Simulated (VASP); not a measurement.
Input of a VASP 6.6.1 run:

Contents of INCAR:

```
PREC = Accurate
ENCUT = 520
EDIFF = 1E-7
ISMEAR = 0
SIGMA = 0.15
LREAL = F
LASPH = T
NELM = 80
ALGO = Normal
ISIF = 2
LWAVE = F
LCHARG = F
GGA = PS
NBANDS = 12
```

Contents of KPOINTS:

```
Automatic mesh
0
Gamma
  20 20 20
```

The input POSCAR:

```
Ta
1.0
   -1.6265108000      1.6265108000      1.6760492000
    1.6265108000     -1.6265108000      1.6760492000
    1.6265108000      1.6265108000     -1.6760492000
Ta
1
Direct
    0.0000000000      0.0000000000      0.0000000000
```

Potentials or basis: VASP PAW PBE potentials, release 64 (Ta_pv).

Command:

```console
$ cat potpaw_PBE.64/Ta_pv/POTCAR > POTCAR
$ mpirun -np 1 vasp_std > vasp.out
```

(1) Predict the pressure.

## Answers

(1) -0.5 GPa.

Caveat: the cell differs from its parent crystal (strain -0.015 along x and y, +0.015 along z); the PAW data sets were made with another functional, which shifts forces and pressure a little.
